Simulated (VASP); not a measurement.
Co:

```xyz
2
Lattice="2.4366 0.0000 0.0000 -1.2183 2.1101 0.0000 0.0000 0.0000 3.9803" Properties=species:S:1:pos:R:3 pbc="T T T"
Co    0.0000    1.4068    2.9460
Co    1.2183    0.7034    1.0343
```

Base run:

- Program: VASP 6.6.1
- Functional: r2SCAN
- Potentials or basis: VASP PAW PBE potentials, release 64 (Co)
- Cutoff: 520 eV
- k mesh: 12 × 12 × 7
- Occupations: fermi-dirac, width 0.05 eV
- Spin: collinear spin, ferromagnetic start
- Starting moments: [2.0, 2.0] μB

Its results: pressure 11.3 GPa; net moment 3.49 μB per cell; site moments Co +1.79 μB; largest force 0.409 eV/Å.

Question: The run is repeated on the same cell with these changes: functional from r2SCAN to PBEsol. What comes out?

Answer: Pressure 3.2 GPa; net moment 3.10 μB per cell; site moments Co +1.55 μB; largest force 0.657 eV/Å.

Caveats: the PAW data sets were made with another functional, which shifts forces and pressure a little.
